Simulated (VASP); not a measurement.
# TlO7 (Fm-3m) in VASP: single point with PBE

Aim: the single point of TlO7 with PBE.

Everything below comes from runs of VASP 6.6.1. Logs are shortened: lines on timing, memory, paths and dates and some standing lists are left out, and cuts for length are marked.

### Step 1. The cell of the first run

It takes space group Fm-3m (No. 225, cubic). The conventional cell has a = 7.991 Å, b = 7.991 Å, c = 7.991 Å, α = 90.00°, β = 90.00°, γ = 90.00°. Tl (site symmetry m-3m) has 12 O at 2.83 Å within 3.7 Å. Within 3.7 Å of O (site symmetry m-3m) lie 12 O at 2.83 Å. O (site symmetry mmm) has 2 Tl at 2.83 Å and 10 O at 2.83 Å within 3.7 Å.

### Step 2. Single point, PBE

INCAR reads:

```
SYSTEM = TlO7
PREC = Accurate
ENCUT = 520
EDIFF = 1E-7
ISMEAR = 0
SIGMA = 0.1
LREAL = .FALSE.
LASPH = .TRUE.
NELM = 80
ALGO = Normal
ISIF = 2
LWAVE = .FALSE.
LCHARG = .FALSE.
GGA = PE
NBANDS = 38
```

KPOINTS reads:

```
Automatic mesh
0
G
  4 4 4
  0 0 0
```

POSCAR reads:

```
TlO7
1.0
    0.0000000000      3.9957402900      3.9957402900
    3.9957402900      0.0000000000      3.9957402900
    3.9957402900      3.9957402900      0.0000000000
Tl O
1 7
Direct
    0.0000000000      0.0000000000      0.0000000000
    0.5000000000      0.5000000000      0.5000000000
    0.0000000000      0.0000000000      0.5000000000
    0.5000000000      0.0000000000      0.5000000000
    0.0000000000      0.5000000000      0.5000000000
    0.5000000000      0.5000000000      0.0000000000
    0.0000000000      0.5000000000      0.0000000000
    0.5000000000      0.0000000000      0.0000000000
```

Potentials or basis: VASP PAW PBE potentials, release 64 (Tl_d, O).

Started as:

```console
> cat potpaw_PBE.64/Tl_d/POTCAR potpaw_PBE.64/O/POTCAR > POTCAR
> mpirun -np 1 vasp_std > vasp.out
```

OUTCAR:

```text
SYSTEM = TlO7
   PREC = Accurate
   ENCUT = 520
   EDIFF = 1E-7
   ISMEAR = 0
   LREAL = .FALSE.
   LASPH = .TRUE.
   NELM = 80
   ISIF = 2
   GGA = PE

 ion  position               nearest neighbor table
   1  0.000  0.000  0.000-   3 2.83   7 2.83   8 2.83   3 2.83   4 2.83   5 2.83   5 2.83   6 2.83
                             7 2.83   4 2.83   6 2.83   8 2.83
   2  0.500  0.500  0.500-
   3  0.000  0.000  0.500-   1 2.83   1 2.83
   4  0.500  0.000  0.500-   1 2.83   1 2.83
   5  0.000  0.500  0.500-   1 2.83   1 2.83
   6  0.500  0.500  0.000-   1 2.83   1 2.83
   7  0.000  0.500  0.000-   1 2.83   1 2.83
   8  0.500  0.000  0.000-   1 2.83   1 2.83

  LATTYP: Found a face centered cubic cell.
 ALAT       =     7.9914805800

  Lattice vectors:

 A1 = (   0.0000000000,   3.9957402900,   3.9957402900)
 A2 = (   3.9957402900,   0.0000000000,   3.9957402900)
 A3 = (   3.9957402900,   3.9957402900,   0.0000000000)

Analysis of symmetry for initial positions (statically):
=====================================================================
 Subroutine PRICEL returns:
 Original cell was already a primitive cell.

 Routine SETGRP: Setting up the symmetry group for a
 face centered cubic supercell.

 Subroutine GETGRP returns: Found 48 space group operations
 (whereof 48 operations were pure point group operations)
 out of a pool of 48 trial point group operations.

The static configuration has the point symmetry O_h .

Analysis of symmetry for dynamics (positions and initial velocities):
=====================================================================
 Subroutine PRICEL returns:
 Original cell was already a primitive cell.

 Routine SETGRP: Setting up the symmetry group for a
 face centered cubic supercell.

 Subroutine GETGRP returns: Found 48 space group operations
 (whereof 48 operations were pure point group operations)
 out of a pool of 48 trial point group operations.

The dynamic configuration has the point symmetry O_h .

 Subroutine INISYM returns: Found 48 space group operations
 (whereof 48 operations are pure point group operations),
 and found     1 'primitive' translations

----------------------------------------------------------------------------------------

                                     Primitive cell

  volume of cell :     127.5915

  direct lattice vectors                    reciprocal lattice vectors
     0.000000000  3.995740290  3.995740290    -0.125133258  0.125133258  0.125133258
     3.995740290  0.000000000  3.995740290     0.125133258 -0.125133258  0.125133258
     3.995740290  3.995740290  0.000000000     0.125133258  0.125133258 -0.125133258

  length of vectors
     5.650830110  5.650830110  5.650830110     0.216737160  0.216737160  0.216737160

  position of ions in fractional coordinates (direct lattice)
     0.000000000  0.000000000  0.000000000
     0.500000000  0.500000000  0.500000000
     0.000000000  0.000000000  0.500000000
     0.500000000  0.000000000  0.500000000
     0.000000000  0.500000000  0.500000000
     0.500000000  0.500000000  0.000000000
     0.000000000  0.500000000  0.000000000
     0.500000000  0.000000000  0.000000000

  ion indices of the primitive-cell ions
   primitive index   ion index
                 1           1
                 2           2
                 3           3
                 4           4
                 5           5
                 6           6
                 7           7
                 8           8

----------------------------------------------------------------------------------------

 KPOINTS: Automatic mesh

Automatic generation of k-mesh.
 Grid dimensions read from file:
 generate k-points for:    4    4    4

 Generating k-lattice:

  Cartesian coordinates                     Fractional coordinates (reciprocal lattice)
    -0.031283314  0.031283314  0.031283314     0.250000000  0.000000000  0.000000000
     0.031283314 -0.031283314  0.031283314     0.000000000  0.250000000  0.000000000
     0.031283314  0.031283314 -0.031283314     0.000000000  0.000000000  0.250000000

  Length of vectors
     0.054184290  0.054184290  0.054184290

  Shift w.r.t. Gamma in fractional coordinates (k-lattice)
     0.000000000  0.000000000  0.000000000

 Subroutine IBZKPT returns following result:
 ===========================================

 Found      8 irreducible k-points:

 Following reciprocal coordinates:
            Coordinates               Weight
  0.000000  0.000000  0.000000      1.000000
  0.250000  0.000000  0.000000      8.000000
  0.500000  0.000000  0.000000      4.000000
  0.250000  0.250000  0.000000      6.000000
  0.500000  0.250000  0.000000     24.000000
 -0.250000  0.250000  0.000000     12.000000
  0.500000  0.500000  0.000000      3.000000
 -0.250000  0.500000  0.250000      6.000000
   k-points           NKPTS =      8   k-points in BZ     NKDIM =      8   number of bands    NBANDS=     38
   number of dos      NEDOS =    301   number of ions     NIONS =      8
   total plane-waves  NPLWV =  74088
   dimension x,y,z NGX =    42 NGY =   42 NGZ =   42
   dimension x,y,z NGXF=    84 NGYF=   84 NGZF=   84
   ions per type =               1   7
   NGX,Y,Z   is equivalent  to a cutoff of  12.36, 12.36, 12.36 a.u.
   NGXF,Y,Z  is equivalent  to a cutoff of  24.71, 24.71, 24.71 a.u.
 SYSTEM =  TlO7
   PREC   = accura    normal or accurate (medium, high low for compatibility)
   ISTART =      0    job   : 0-new  1-cont  2-samecut
   ICHARG =      2    charge: 1-file 2-atom 10-const
   ISPIN  =      1    spin polarized calculation?
   LNONCOLLINEAR =      F non collinear calculations
   LSORBIT =      F    spin-orbit coupling
   LASPH  =      T    aspherical Exc in radial PAW
   ENCUT  =  520.0 eV  38.22 Ry    6.18 a.u.  10.51 10.51 10.51*2*pi/ulx,y,z
   NELM   =     80;   NELMIN=  2; NELMDL= -5     # of ELM steps
   EDIFF  = 0.1E-06   stopping-criterion for ELM
   LREAL  =      F    real-space projection
   EDIFFG = 0.1E-05   stopping-criterion for IOM
   NSW    =      0    number of steps for IOM
   IBRION =     -1    ionic relax: 0-MD 1-quasi-New 2-CG
   NFREE  =      0    steps in history (QN), initial steepest desc. (CG)
   ISIF   =      2    stress and relaxation
   ISYM   =      2    0-nonsym 1-usesym 2-fastsym
   POTIM  = 0.5000    time-step for ionic-motion
   TEBEG  =    0.0;   TEEND  =   0.0 temperature during run
   PSTRESS=    0.0 pullay stress
   NELECT =      55.0000    total number of electrons
   NUPDOWN=      -1.0000    fix difference up-down
   EMIN   =  10.00;   EMAX   =-10.00  energy-range for DOS
   EFERMI =   0.00;   METHOD = LEGACY
   ISMEAR =     0;   SIGMA  =   0.10  broadening in eV -4-tet -1-fermi 0-gaus
   EFERMI_NEDOS =   21; number of points for ismear=-14 and -15
   IALGO  =     38    algorithm
   IMIX   =      4    mixing-type and parameters
     AMIX     =   0.40;   BMIX     =  1.00
     AMIX_MAG =   1.60;   BMIX_MAG =  1.00
  volume/ion in A,a.u.               =      15.95       107.63
  Fermi-wavevector in a.u.,A,eV,Ry     =   1.236674  2.336975 20.808233  1.529362
  Thomas-Fermi vector in A             =   2.371273
   LORBIT       =      0    0 simple, 1 ext, 2 COOP (PROOUT), +10 PAW based schemes
   GGA     = PE    functional components
   LHFCALC =     F    Hartree Fock is set to
   AEXX    =    0.0000 exact exchange contribution
   IVDW    =     0    specifies the selected vdW correction
   LEPSILON=     F    determine dielectric tensor
   LRPA    =     F    only Hartree local field effects (RPA)
 non-spin polarized calculation
 Gauss-broadening in eV      SIGMA  =   0.10
  energy-cutoff  :      520.00
  volume of cell :      127.59
 maximum number of plane-waves:      3479
   NGX = 21   NGY = 21   NGZ = 21

 number of electron      55.0000037 magnetization

 Free energy of the ion-electron system (eV)
  ---------------------------------------------------
  ext. energy  EPLUGINS =         0.00000000
  ---------------------------------------------------
  free energy    TOTEN  =       -18.14674810 eV

  energy without entropy =      -17.99721186  energy(sigma->0) =      -18.07197998

 E-fermi :  -1.6263     XC(G=0):  -9.2056

 val. band max:       -1.6457730206   @ k =   0.5000   0.0000   0.0000
 cond. band min:      -1.6259590316   @ k =  -0.2500   0.5000   0.2500
 fundamental gap:      0.0198139890
 Fermi energy:        -1.6263252555

 k-point     1 :       0.0000    0.0000    0.0000
  band No.  band energies     occupation
      1     -18.2225      2.00000
      2     -17.2895      2.00000
      3     -17.2895      2.00000
      4     -17.2895      2.00000
      5     -16.9818      2.00000
      6     -16.9487      2.00000
[... 30 lines left out ...]
     37       7.7254      0.00000
     38       9.8744      0.00000

 k-point     2 :       0.2500    0.0000    0.0000
  band No.  band energies     occupation
      1     -18.0913      2.00000
      2     -17.4182      2.00000
      3     -17.2398      2.00000
      4     -17.2398      2.00000
      5     -17.0017      2.00000
      6     -16.9983      2.00000
[... 30 lines left out ...]
     37       7.3241      0.00000
     38      10.6877      0.00000

 k-point     3 :       0.5000    0.0000    0.0000
  band No.  band energies     occupation
      1     -17.8071      2.00000
      2     -17.7092      2.00000
      3     -17.1279      2.00000
      4     -17.1279      2.00000
      5     -17.1107      2.00000
      6     -17.1107      2.00000
[... 30 lines left out ...]
     37       6.9889      0.00000
[... 125 lines left out ...]
 k-point     7 :       0.5000    0.5000    0.0000
  band No.  band energies     occupation
      1     -17.6851      2.00000
      2     -17.5233      2.00000
      3     -17.3168      2.00000
      4     -17.2987      2.00000
      5     -17.2987      2.00000
      6     -16.9762      2.00000
[... 30 lines left out ...]
     37       6.4977      0.00000
     38      11.7515      0.00000

 k-point     8 :      -0.2500    0.5000    0.2500
  band No.  band energies     occupation
      1     -17.5758      2.00000
      2     -17.5758      2.00000
      3     -17.5026      2.00000
      4     -17.3315      2.00000
      5     -17.0337      2.00000
      6     -17.0337      2.00000
[... 30 lines left out ...]
     37       6.4624      0.00000
     38      12.1377      0.00000

------------------------ aborting loop because EDIFF is reached ----------------------------------------

  FORCE on cell =-STRESS in cart. coord.  units (eV):
  Direction    XX          YY          ZZ          XY          YZ          ZX
  --------------------------------------------------------------------------------------
  -------------------------------------------------------------------------------------
  Total      -13.6518619    -13.6518619    -13.6518619     -0.0000000      0.0000000      0.0000000
  in kB     -171.4275882   -171.4275882   -171.4275882     -0.0000000      0.0000000      0.0000000
  external PRESSURE =    -171.4275882 kB  Pullay stress =       0.0000000 kB

 VOLUME and BASIS-vectors are now :
 -----------------------------------------------------------------------------
  energy-cutoff  :      520.00
  volume of cell :      127.59
      direct lattice vectors                 reciprocal lattice vectors
     0.000000000  3.995740290  3.995740290    -0.125133258  0.125133258  0.125133258
     3.995740290  0.000000000  3.995740290     0.125133258 -0.125133258  0.125133258
     3.995740290  3.995740290  0.000000000     0.125133258  0.125133258 -0.125133258

 POSITION                                       TOTAL-FORCE (eV/Angst)
 -----------------------------------------------------------------------------------
      0.00000      0.00000      0.00000         0.000000      0.000000     -0.000000
      3.99574      3.99574      3.99574        -0.000000      0.000000     -0.000000
      1.99787      1.99787      0.00000         0.000000     -0.000000      0.000000
      1.99787      3.99574      1.99787        -0.000000      0.000000     -0.000000
      3.99574      1.99787      1.99787        -0.000000      0.000000     -0.000000
      1.99787      1.99787      3.99574         0.000000      0.000000     -0.000000
      1.99787      0.00000      1.99787         0.000000     -0.000000      0.000000
      0.00000      1.99787      1.99787         0.000000      0.000000      0.000000
 -----------------------------------------------------------------------------------
    total drift:                               -0.000000     -0.000000      0.000000

  FREE ENERGIE OF THE ION-ELECTRON SYSTEM (eV)
  ---------------------------------------------------
  free  energy   TOTEN  =       -18.1467480997 eV

  energy  without entropy=      -17.9972118619  energy(sigma->0) =      -18.07197998
```

Wall time 2.7 min (1 thread of Oxide Virtual Turin-like, shared host); peak memory 0.22 GiB.

Results:

- Free energy: -18.1467 eV
- Pressure: -17.1 GPa

Caveat: spin-orbit coupling is left out, which moves the levels of the heavy elements; an odd number of electrons without spin polarisation forces a metal; a magnetic or distorted state may lie lower.
